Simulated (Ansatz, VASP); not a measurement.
# Cs: VASP beside Ansatz

```xyz
1
Lattice="4.8561 0.0000 0.0000 0.0000 4.8561 0.0000 0.0000 0.0000 4.8561" Properties=species:S:1:pos:R:3 pbc="T T T"
Cs    0.0000    0.0000    0.0000
```

Alike in both runs: task single point; functional PBEsol; k mesh 7 × 7 × 7; occupations fermi-dirac, width 0.1 eV; no spin polarisation.

|  | VASP | Ansatz |
| --- | --- | --- |
| version | VASP 6.6.1 | Ansatz 0.2.0 |
| potentials or method | VASP PAW PBE potentials, release 64 (Cs_sv), cutoff 520 eV | plane waves (420 eV) with PAW, scalar-relativistic |
| valence electrons in the cell | 9 | 9 |

|  | VASP | Ansatz | Ansatz less VASP |
| --- | --- | --- | --- |
| pressure (GPa) | 0.1 | 0.1 | 0.00 |

VASP's potentials were made for PBE, not for PBEsol, and Ansatz warns of the same on its side.

Neither program's run includes spin-orbit coupling.
